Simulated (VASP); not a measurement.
# Zn5O (P4/mmm) in VASP: notebook, part 2 of 2

VASP 6.6.1.

## (3) Single point, PBE

This run uses another cell than the first one, of 17.54 Å³/atom.

INCAR reads:

```
  ALGO = Normal
  EDIFF = 1E-7
  ENCUT = 520
  GGA = PE
  ISIF = 2
  ISMEAR = 0
  LASPH = True
  LCHARG = True
  LELF = True
  LREAL = False
  LVHAR = True
  LWAVE = False
  NBANDS = 42
  NELM = 100
  PREC = Accurate
  SIGMA = 0.1
```

KPOINTS reads:

```
k-points
0
Gamma
  6 6 14
```

POSCAR reads:

```
Zn5O
1.0
    6.0578671748      0.0000000000      0.0000000000
    0.0000000000      6.0578671748      0.0000000000
    0.0000000000      0.0000000000      2.8675366133
Zn O
5 1
Direct
    0.2799831209      0.2799831209      0.5000000000
    0.7200168791      0.7200168791      0.5000000000
    0.2799831209      0.7200168791      0.5000000000
    0.7200168791      0.2799831209      0.5000000000
    0.0000000000      0.0000000000      0.5000000000
    0.5000000000      0.5000000000      0.0000000000
```

Potentials or basis: VASP PAW PBE potentials, release 64 (Zn, O).

Started as:

```bash
> cat potpaw_PBE.64/Zn/POTCAR potpaw_PBE.64/O/POTCAR > POTCAR
> mpirun -np 1 vasp_std > vasp.out
```

OUTCAR:

```text
EDIFF = 1E-7
   ENCUT = 520
   GGA = PE
   ISIF = 2
   ISMEAR = 0
   LASPH = True
   LREAL = False
   NELM = 100
   PREC = Accurate

 ion  position               nearest neighbor table
   1  0.280  0.280  0.500-   6 2.37   6 2.37   5 2.40   4 2.67   3 2.67
   2  0.720  0.720  0.500-   6 2.37   6 2.37   5 2.40   4 2.67   3 2.67
   3  0.280  0.720  0.500-   6 2.37   6 2.37   5 2.40   2 2.67   1 2.67
   4  0.720  0.280  0.500-   6 2.37   6 2.37   5 2.40   2 2.67   1 2.67
   5  0.000  0.000  0.500-   1 2.40   2 2.40   3 2.40   4 2.40
   6  0.500  0.500  0.000-   1 2.37   2 2.37   3 2.37   4 2.37   1 2.37   2 2.37   3 2.37   4 2.37

  LATTYP: Found a simple tetragonal cell.
 ALAT       =     6.0578671748
 C/A-ratio  =     0.4733574591

  Lattice vectors:

 A1 = (   6.0578671748,   0.0000000000,   0.0000000000)
 A2 = (   0.0000000000,   6.0578671748,   0.0000000000)
 A3 = (   0.0000000000,   0.0000000000,   2.8675366133)

Analysis of symmetry for initial positions (statically):
=====================================================================
 Subroutine PRICEL returns:
 Original cell was already a primitive cell.

 Routine SETGRP: Setting up the symmetry group for a
 simple tetragonal supercell.

 Subroutine GETGRP returns: Found 16 space group operations
 (whereof 16 operations were pure point group operations)
 out of a pool of 16 trial point group operations.

The static configuration has the point symmetry D_4h.

Analysis of symmetry for dynamics (positions and initial velocities):
=====================================================================
 Subroutine PRICEL returns:
 Original cell was already a primitive cell.

 Routine SETGRP: Setting up the symmetry group for a
 simple tetragonal supercell.
[... 130 lines left out ...]
   IALGO  =     38    algorithm
   IMIX   =      4    mixing-type and parameters
     AMIX     =   0.40;   BMIX     =  1.00
     AMIX_MAG =   1.60;   BMIX_MAG =  1.00
  volume/ion in A,a.u.               =      17.54       118.36
  Fermi-wavevector in a.u.,A,eV,Ry     =   1.401329  2.648127 26.718058  1.963722
  Thomas-Fermi vector in A             =   2.524201
   LORBIT       =      0    0 simple, 1 ext, 2 COOP (PROOUT), +10 PAW based schemes
   GGA     = PE    functional components
   LHFCALC =     F    Hartree Fock is set to
   AEXX    =    0.0000 exact exchange contribution
   IVDW    =     0    specifies the selected vdW correction
   LEPSILON=     F    determine dielectric tensor
   LRPA    =     F    only Hartree local field effects (RPA)
 non-spin polarized calculation
 Gauss-broadening in eV      SIGMA  =   0.10
  energy-cutoff  :      520.00
  volume of cell :      105.23
 maximum number of plane-waves:      2867
 NGX is ok and might be reduce to    48
   NGX = 23   NGY = 23   NGZ = 11

 number of electron      66.0000025 magnetization

 Free energy of the ion-electron system (eV)
  ---------------------------------------------------
  ext. energy  EPLUGINS =         0.00000000
  ---------------------------------------------------
  free energy    TOTEN  =       -10.00534946 eV

  energy without entropy =       -9.99356621  energy(sigma->0) =       -9.99945784

 E-fermi :   1.7161     XC(G=0): -10.2114

 val. band max:        1.7137309137   @ k =   0.5000   0.0000   0.0000
 cond. band min:       1.7214234974   @ k =   0.5000   0.1667   0.4286
 fundamental gap:      0.0076925837
 Fermi energy:         1.7160999202

 k-point     1 :       0.0000    0.0000    0.0000
  band No.  band energies     occupation
      1     -17.3254      2.00000
      2      -6.4039      2.00000
      3      -6.3102      2.00000
      4      -6.2755      2.00000
      5      -6.2530      2.00000
      6      -6.2530      2.00000
[... 1069 lines left out ...]
     41       9.6990      0.00000
     42      10.0578      0.00000

 [... further k-points ...]

------------------------ aborting loop because EDIFF is reached ----------------------------------------

  FORCE on cell =-STRESS in cart. coord.  units (eV):
  Direction    XX          YY          ZZ          XY          YZ          ZX
  --------------------------------------------------------------------------------------
  -------------------------------------------------------------------------------------
  Total        0.1898404      0.1898404      0.1160961      0.0000000      0.0000000      0.0000000
  in kB        2.8903516      2.8903516      1.7675827      0.0000000      0.0000000      0.0000000
  external PRESSURE =       2.5160953 kB  Pullay stress =       0.0000000 kB

 VOLUME and BASIS-vectors are now :
 -----------------------------------------------------------------------------
  energy-cutoff  :      520.00
  volume of cell :      105.23
      direct lattice vectors                 reciprocal lattice vectors
     6.057867175  0.000000000  0.000000000     0.165074600  0.000000000  0.000000000
     0.000000000  6.057867175  0.000000000     0.000000000  0.165074600  0.000000000
     0.000000000  0.000000000  2.867536613     0.000000000  0.000000000  0.348731380

 POSITION                                       TOTAL-FORCE (eV/Angst)
 -----------------------------------------------------------------------------------
      1.69610      1.69610      1.43377        -0.006505     -0.006505     -0.000000
      4.36177      4.36177      1.43377         0.006505      0.006505     -0.000000
      1.69610      4.36177      1.43377        -0.006505      0.006505      0.000000
      4.36177      1.69610      1.43377         0.006505     -0.006505     -0.000000
      0.00000      0.00000      1.43377         0.000000      0.000000     -0.000000
      3.02893      3.02893      0.00000         0.000000      0.000000     -0.000000
 -----------------------------------------------------------------------------------
    total drift:                                0.000000      0.000000      0.000000

  FREE ENERGIE OF THE ION-ELECTRON SYSTEM (eV)
  ---------------------------------------------------
  free  energy   TOTEN  =       -10.0053494641 eV

  energy  without entropy=       -9.9935662117  energy(sigma->0) =       -9.99945784
```

OSZICAR:

```text
N       E                     dE             d eps       ncg     rms          rms(c)
DAV:   1     0.497891361413E+03    0.49789E+03   -0.31944E+04  6720   0.228E+03
DAV:   2     0.475926390151E+02   -0.45030E+03   -0.42978E+03  6768   0.458E+02
DAV:   3    -0.997999002997E+01   -0.57573E+02   -0.55748E+02  7528   0.151E+02
DAV:   4    -0.123837941082E+02   -0.24038E+01   -0.23890E+01  7268   0.307E+01
DAV:   5    -0.123979397723E+02   -0.14146E-01   -0.14142E-01  7378   0.219E+00    0.980E+00
DAV:   6    -0.104471421414E+02    0.19508E+01   -0.89111E+00 10302   0.443E+01    0.757E+00
DAV:   7    -0.100241059816E+02    0.42304E+00   -0.30218E+00  7674   0.170E+01    0.357E+00
DAV:   8    -0.100149210341E+02    0.91849E-02   -0.62001E-01  7008   0.704E+00    0.138E+00
DAV:   9    -0.100052165146E+02    0.97045E-02   -0.34188E-02  8070   0.380E+00    0.226E-01
DAV:  10    -0.100052636313E+02   -0.47117E-04   -0.87214E-03  7154   0.167E+00    0.118E-01
DAV:  11    -0.100054777477E+02   -0.21412E-03   -0.27398E-03  7582   0.454E-01    0.982E-02
DAV:  12    -0.100053829971E+02    0.94751E-04   -0.15807E-04  7440   0.104E-01    0.617E-02
DAV:  13    -0.100053512270E+02    0.31770E-04   -0.32514E-04  7268   0.126E-01    0.178E-02
DAV:  14    -0.100053499113E+02    0.13158E-05   -0.29378E-05  6988   0.106E-01    0.820E-03
DAV:  15    -0.100053493892E+02    0.52207E-06   -0.68022E-06  7414   0.323E-02    0.167E-03
DAV:  16    -0.100053494641E+02   -0.74931E-07   -0.56614E-07  7176   0.598E-03
   1 F= -.10005349E+02 E0= -.99994578E+01  d E =-.117833E-01
```

stdout:

```text
POSCAR found type information on POSCAR ZnO
 POSCAR found :  2 types and       6 ions
 scaLAPACK will be used
 LDA part: xc-table for (Slater+PW92), standard interpolation
 POSCAR, INCAR and KPOINTS ok, starting setup
 FFT: planning ... GRIDC
 FFT: planning ... GRID_SOFT
 FFT: planning ... GRID
 WAVECAR not read
 entering main loop
```

Run time: 9.5 min. Hardware: 1 thread of Intel Xeon 8259CL, shared host; peak memory 0.41 GiB.

Results:

- Free energy: -10.0053 eV
- Pressure: 0.3 GPa
- Largest force: 0.009 eV/Å
- Band gap on the k mesh: zero (bands 33 and 34 overlap by 2.43 eV)

Forces in eV/Å, atoms in the order of the input:
```
Zn  -0.007 -0.007  0.000
Zn   0.007  0.007  0.000
Zn  -0.007  0.007  0.000
Zn   0.007 -0.007  0.000
Zn   0.000  0.000  0.000
O    0.000  0.000  0.000
```

Levels at points of the mesh, in eV from the Fermi level:
```tsv
k point	band 29	band 30	band 31	band 32	band 33	band 34	band 35	band 36	band 37	band 38
(0.00, 0.00, 0.00)	-5.67	-2.69	-2.69	-2.61	-2.25	-1.88	-0.19	2.27	2.27	5.24
(0.50, 0.00, 0.00)	-5.59	-5.02	-3.37	-2.60	-0.38	-0.13	0.00	1.73	3.47	5.30
(0.50, 0.50, 0.00)	-6.32	-3.81	-2.90	-2.90	-2.60	2.07	2.24	2.91	2.91	4.30
(0.00, 0.00, 0.50)	-4.02	-3.11	-1.82	-0.45	-0.45	1.43	2.67	2.67	2.75	2.75
(0.50, 0.00, 0.50)	-3.98	-3.17	-1.03	-0.62	0.24	0.34	0.54	1.01	2.29	3.58
(0.50, 0.50, 0.50)	-4.05	-2.68	-1.84	-1.84	-1.01	1.36	1.57	1.99	1.99	4.26
```
